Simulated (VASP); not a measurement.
# Si3N4 (P6_3/m) in VASP: further runs

Si3N4 is run at these levels: LDA, r2SCAN; tasks: electric field gradients.

Everything below comes from runs of VASP 6.6.1. Logs are shortened: lines on timing, memory, paths and dates and some standing lists are left out, and cuts for length are marked.

## 1. The cell of the first run

Symmetry: P6_3/m, No. 176, hexagonal system. Conventional cell: a = 7.605 Å, b = 7.605 Å, c = 2.905 Å, α = 90.00°, β = 90.00°, γ = 120.00°. Si (site symmetry m) has 4 N at 1.73 to 1.74 Å within 2.3 Å. Within 2.3 Å of N (site symmetry -6) lie 3 Si at 1.73 Å. N (site symmetry m) has 3 Si at 1.73 to 1.74 Å within 2.3 Å.

## 2. Electric field gradients, LDA

INCAR

```
SYSTEM = Si3N4
PREC = Accurate ; ENCUT = 520
EDIFF = 1E-8 ; ISMEAR = -1
SIGMA = 0.02 ; LREAL = .FALSE.
LASPH = .TRUE. ; NELM = 80
ALGO = Normal ; ISIF = 2
LWAVE = .FALSE. ; LCHARG = .FALSE.
GGA = CA ; LEFG = .TRUE.
NBANDS = 45
```

KPOINTS

```
regular mesh
0
G
  4 4 10
  0 0 0
```

POSCAR

```
Si3N4
1.0
    7.6045444358      0.0000000000      0.0000000000
   -3.8022722179      6.5857286656      0.0000000000
    0.0000000000      0.0000000000      2.9051990800
Si N
6 8
Direct
    0.2310824300      0.8249461500      0.7500000000
    0.4061362800      0.2310824300      0.2500000000
    0.8249461500      0.5938637200      0.2500000000
    0.1750538500      0.4061362800      0.7500000000
    0.5938637200      0.7689175700      0.7500000000
    0.7689175700      0.1750538500      0.2500000000
    0.3333333333      0.6666666667      0.7500000000
    0.6666666667      0.3333333333      0.2500000000
    0.9691944900      0.6698534000      0.7500000000
    0.2993410900      0.9691944900      0.2500000000
    0.6698534000      0.7006589100      0.2500000000
    0.3301466000      0.2993410900      0.7500000000
    0.0308055100      0.3301466000      0.2500000000
    0.7006589100      0.0308055100      0.7500000000
```

Potentials or basis: VASP PAW LDA potentials, release 64 (Si, N).

Started as:

```sh
$ cat potpaw_LDA.64/Si/POTCAR potpaw_LDA.64/N/POTCAR > POTCAR
$ mpirun -np 1 vasp_std > vasp.out
```

OUTCAR:

```text
SYSTEM = Si3N4
   PREC = Accurate
   ENCUT = 520
   EDIFF = 1E-8
   ISMEAR = -1
   LREAL = .FALSE.
   LASPH = .TRUE.
   NELM = 80
   ISIF = 2
   GGA = CA

 ion  position               nearest neighbor table
   1  0.231  0.825  0.750-   7 1.73   9 1.73  10 1.74  10 1.74   4 2.99   5 2.99   2 3.05   2 3.05
                             3 3.05   3 3.05
   2  0.406  0.231  0.250-   8 1.73  10 1.73  12 1.74  12 1.74   3 2.99   6 2.99   1 3.05   1 3.05
                             4 3.05   4 3.05
   3  0.825  0.594  0.250-   8 1.73  11 1.73   9 1.74   9 1.74   6 2.99   2 2.99   1 3.05   1 3.05
                             5 3.05   5 3.05
   4  0.175  0.406  0.750-   7 1.73  12 1.73  13 1.74  13 1.74   1 2.99   5 2.99   6 3.05   6 3.05
                             2 3.05   2 3.05
   5  0.594  0.769  0.750-   7 1.73  14 1.73  11 1.74  11 1.74   4 2.99   1 2.99   6 3.05   6 3.05
                             3 3.05   3 3.05
   6  0.769  0.175  0.250-   8 1.73  13 1.73  14 1.74  14 1.74   3 2.99   2 2.99   5 3.05   5 3.05
                             4 3.05   4 3.05
   7  0.333  0.667  0.750-   1 1.73   4 1.73   5 1.73
   8  0.667  0.333  0.250-   6 1.73   3 1.73   2 1.73
   9  0.969  0.670  0.750-   1 1.73   3 1.74   3 1.74
  10  0.299  0.969  0.250-   2 1.73   1 1.74   1 1.74
  11  0.670  0.701  0.250-   3 1.73   5 1.74   5 1.74
  12  0.330  0.299  0.750-   4 1.73   2 1.74   2 1.74
  13  0.031  0.330  0.250-   6 1.73   4 1.74   4 1.74
  14  0.701  0.031  0.750-   5 1.73   6 1.74   6 1.74

  LATTYP: Found a hexagonal cell.
 ALAT       =     7.6045444358
 C/A-ratio  =     0.3820345985

  Lattice vectors:

 A1 = (   7.6045444358,   0.0000000000,   0.0000000000)
 A2 = (  -3.8022722179,   6.5857286656,   0.0000000000)
 A3 = (   0.0000000000,   0.0000000000,   2.9051990800)

Analysis of symmetry for initial positions (statically):
=====================================================================
 Subroutine PRICEL returns:
 Original cell was already a primitive cell.

 Routine SETGRP: Setting up the symmetry group for a
 hexagonal supercell.

 Subroutine GETGRP returns: Found 12 space group operations
 (whereof  6 operations were pure point group operations)
 out of a pool of 24 trial point group operations.

The static configuration has the point symmetry S_6 .
 The point group associated with its full space group is C_6h.

Analysis of symmetry for dynamics (positions and initial velocities):
=====================================================================
 Subroutine PRICEL returns:
 Original cell was already a primitive cell.

 Routine SETGRP: Setting up the symmetry group for a
 hexagonal supercell.

 Subroutine GETGRP returns: Found 12 space group operations
 (whereof  6 operations were pure point group operations)
 out of a pool of 24 trial point group operations.

The dynamic configuration has the point symmetry S_6 .
 The point group associated with its full space group is C_6h.

 Subroutine INISYM returns: Found 12 space group operations
 (whereof  6 operations are pure point group operations),
 and found     1 'primitive' translations

----------------------------------------------------------------------------------------

                                     Primitive cell

  volume of cell :     145.4966

  direct lattice vectors                    reciprocal lattice vectors
     7.604544436  0.000000000  0.000000000     0.131500316  0.075921743  0.000000000
    -3.802272218  6.585728666  0.000000000     0.000000000  0.151843486  0.000000000
     0.000000000  0.000000000  2.905199080     0.000000000  0.000000000  0.344210490

  length of vectors
     7.604544436  7.604544436  2.905199080     0.151843486  0.151843486  0.344210490

  position of ions in fractional coordinates (direct lattice)
     0.231082430  0.824946150  0.750000000
     0.406136280  0.231082430  0.250000000
     0.824946150  0.593863720  0.250000000
     0.175053850  0.406136280  0.750000000
     0.593863720  0.768917570  0.750000000
     0.768917570  0.175053850  0.250000000
[... 132 lines left out ...]
   NGX = 29   NGY = 29   NGZ = 11

 number of electron      63.9999999 magnetization

 Free energy of the ion-electron system (eV)
  ---------------------------------------------------
  ext. energy  EPLUGINS =         0.00000000
  ---------------------------------------------------
  free energy    TOTEN  =      -126.52405398 eV

  energy without entropy =     -126.52405398  energy(sigma->0) =     -126.52405398

 E-fermi :   7.1002     XC(G=0): -11.1769

 val. band max:        6.6323040563   @ k =   0.0000   0.0000   0.2000
 cond. band min:      10.7852473995   @ k =   0.0000   0.0000   0.0000
 fundamental gap:      4.1529433432
 Fermi energy:         7.1001753725

 k-point     1 :       0.0000    0.0000    0.0000
  band No.  band energies     occupation
      1     -11.4655      2.00000
      2      -9.9693      2.00000
      3      -9.9693      2.00000
      4      -9.3410      2.00000
      5      -9.1882      2.00000
      6      -9.1882      2.00000
[... 1117 lines left out ...]
     43      14.0909      0.00000
     44      14.0909      0.00000
 [bands above 44 left out]

------------------------ aborting loop because EDIFF is reached ----------------------------------------

  FORCE on cell =-STRESS in cart. coord.  units (eV):
  Direction    XX          YY          ZZ          XY          YZ          ZX
  --------------------------------------------------------------------------------------
  -------------------------------------------------------------------------------------
  Total       -2.3454219     -2.3454219     -2.7695364     -0.0000000      0.0000000      0.0000000
  in kB      -25.8272772    -25.8272772    -30.4975345     -0.0000001      0.0000000      0.0000000
  external PRESSURE =     -27.3840296 kB  Pullay stress =       0.0000000 kB

 VOLUME and BASIS-vectors are now :
 -----------------------------------------------------------------------------
  energy-cutoff  :      520.00
  volume of cell :      145.50
      direct lattice vectors                 reciprocal lattice vectors
     7.604544436  0.000000000  0.000000000     0.131500316  0.075921743  0.000000000
    -3.802272218  6.585728666  0.000000000     0.000000000  0.151843486  0.000000000
     0.000000000  0.000000000  2.905199080     0.000000000  0.000000000  0.344210490

 POSITION                                       TOTAL-FORCE (eV/Angst)
 -----------------------------------------------------------------------------------
     -1.37939      5.43287      2.17890         0.021473      0.017542      0.000000
      2.20984      1.52185      0.72630        -0.004456      0.027367     -0.000000
      4.01531      3.91103      0.72630         0.025928     -0.009825     -0.000000
     -0.21304      2.67470      2.17890        -0.025928      0.009825      0.000000
      1.59243      5.06388      2.17890         0.004456     -0.027367      0.000000
      5.18167      1.15286      0.72630        -0.021473     -0.017542      0.000000
     -0.00000      4.39049      2.17890        -0.000000      0.000000      0.000000
      3.80227      2.19524      0.72630        -0.000000      0.000000     -0.000000
      4.82332      4.41147      2.17890         0.010904     -0.022787      0.000000
     -1.40879      6.38285      0.72630         0.025186     -0.001950      0.000000
      2.42983      4.61435      0.72630        -0.014282     -0.020836     -0.000000
      1.37244      1.97138      2.17890         0.014282      0.020836     -0.000000
     -1.02105      2.17426      0.72630        -0.010904      0.022787     -0.000000
      5.21106      0.20288      2.17890        -0.025186      0.001950     -0.000000
 -----------------------------------------------------------------------------------
    total drift:                                0.000000      0.000000     -0.000000

  FREE ENERGIE OF THE ION-ELECTRON SYSTEM (eV)
  ---------------------------------------------------
  free  energy   TOTEN  =      -126.5240539837 eV

  energy  without entropy=     -126.5240539837  energy(sigma->0) =     -126.52405398

 Electric field gradients (V/A^2)
---------------------------------------------------------------------
 ion       V_xx      V_yy      V_zz      V_xy      V_xz      V_yz
---------------------------------------------------------------------
   1      -0.896     4.400    -3.504     7.168    -0.000     0.000
   2      -3.132     6.636    -3.504    -5.877     0.000    -0.000
   3       9.284    -5.780    -3.504    -1.291     0.000    -0.000
   4       9.284    -5.780    -3.504    -1.291     0.000     0.000
   5      -3.132     6.636    -3.504    -5.877    -0.000     0.000
   6      -0.896     4.400    -3.504     7.168     0.000     0.000
   7      21.998    21.999   -43.997     0.000     0.000     0.000
   8      21.998    21.999   -43.997     0.000    -0.000     0.000
   9       2.782   -27.165    24.383    28.589     0.000    -0.000
  10     -44.437    20.055    24.382    -1.326    -0.000    -0.000
  11       5.080   -29.463    24.382   -27.261     0.000    -0.000
  12       5.080   -29.463    24.382   -27.261     0.000    -0.000
  13       2.782   -27.165    24.383    28.589     0.000     0.000
  14     -44.437    20.055    24.382    -1.326    -0.000     0.000
---------------------------------------------------------------------

 Electric field gradients after diagonalization (V/A^2)
 (convention: |V_zz| > |V_xx| > |V_yy|)
----------------------------------------------------------------------
 ion       V_xx      V_yy      V_zz     asymmetry (V_yy - V_xx)/ V_zz
----------------------------------------------------------------------
   1      -5.890    -3.504     9.394       0.254
   2      -5.890    -3.504     9.394       0.254
   3      -5.890    -3.504     9.394       0.254
   4      -5.890    -3.504     9.394       0.254
   5      -5.890    -3.504     9.394       0.254
   6      -5.890    -3.504     9.394       0.254
   7      21.999    21.998   -43.997       0.000
   8      21.999    21.998   -43.997       0.000
   9      24.383    20.082   -44.464       0.097
  10      24.382    20.082   -44.464       0.097
  11      24.382    20.081   -44.463       0.097
  12      24.382    20.081   -44.463       0.097
  13      24.383    20.082   -44.464       0.097
  14      24.382    20.082   -44.464       0.097
----------------------------------------------------------------------

           NMR quadrupolar parameters

 Cq : quadrupolar parameter    Cq=e*Q*V_zz/h
 eta: asymmetry parameters     (V_yy - V_xx)/ V_zz
 Q  : nuclear electric quadrupole moment in mb (millibarn)
----------------------------------------------------------------------
 ion       Cq(MHz)       eta       Q (mb)
----------------------------------------------------------------------
   1       0.023       0.254       1.000
   2       0.023       0.254       1.000
   3       0.023       0.254       1.000
   4       0.023       0.254       1.000
   5       0.023       0.254       1.000
   6       0.023       0.254       1.000
   7      -0.106       0.000       1.000
   8      -0.106       0.000       1.000
   9      -0.108       0.097       1.000
  10      -0.108       0.097       1.000
  11      -0.108       0.097       1.000
  12      -0.108       0.097       1.000
  13      -0.108       0.097       1.000
  14      -0.108       0.097       1.000
----------------------------------------------------------------------
```

It took 4.4 min on 1 thread of Intel Xeon 8259CL, shared host; peak memory 0.28 GiB.

Results:

| Quantity | Value |
| --- | --- |
| Free energy | -126.5241 eV |
| Pressure | -2.7 GPa |
| Largest force | 0.028 eV/Å |
| Band gap on the k mesh | 4.15 eV (least direct gap 4.36 eV) |
| Largest electric field gradient by atom | Si +9.4; N -44.0, -44.5 (each value once) V/Å² |

Forces on the atoms (eV/Å):
```
Si   0.021  0.018  0.000
Si  -0.004  0.027  0.000
Si   0.026 -0.010  0.000
Si  -0.026  0.010  0.000
Si   0.004 -0.027  0.000
Si  -0.021 -0.018  0.000
N    0.000  0.000  0.000
N    0.000  0.000  0.000
N    0.011 -0.023  0.000
N    0.025 -0.002  0.000
N   -0.014 -0.021  0.000
N    0.014  0.021  0.000
N   -0.011  0.023  0.000
N   -0.025  0.002  0.000
```

Levels at points of the mesh, in eV from the valence-band top:
| k point | band 29 | band 30 | band 31 | band 32 | band 33 | band 34 | band 35 | band 36 |
| --- | --- | --- | --- | --- | --- | --- | --- | --- |
| (0.00, 0.00, 0.00) | -1.31 | -0.47 | -0.39 | -0.21 | 4.15 | 4.63 | 4.76 | 4.76 |
| (0.50, 0.00, 0.00) | -1.37 | -0.79 | -0.34 | -0.26 | 4.47 | 4.56 | 4.71 | 5.15 |
| (0.00, 0.00, 0.50) | -1.65 | -1.65 | -1.37 | -1.37 | 4.53 | 4.53 | 4.53 | 4.53 |
| (0.50, 0.00, 0.50) | -1.53 | -1.53 | -1.07 | -1.07 | 4.63 | 4.63 | 5.67 | 5.67 |

Electric field gradients, principal values (V/Å²):
```
atom   least  middle  greatest (by size)
1 Si  -3.504  -5.890               9.394
2 Si  -3.504  -5.890               9.394
3 Si  -3.504  -5.890               9.394
4 Si  -3.504  -5.890               9.394
5 Si  -3.504  -5.890               9.394
6 Si  -3.504  -5.890               9.394
 7 N  21.998  21.999             -43.997
 8 N  21.998  21.999             -43.997
 9 N  20.082  24.383             -44.464
10 N  20.082  24.382             -44.464
11 N  20.081  24.382             -44.463
12 N  20.081  24.382             -44.463
13 N  20.082  24.383             -44.464
14 N  20.082  24.382             -44.464
```

Caveat: without QUAD_EFG the Cq values of the log hold for a quadrupole moment of 1 mb, not for the nuclei.

(Part 1 of 2 ends here.)
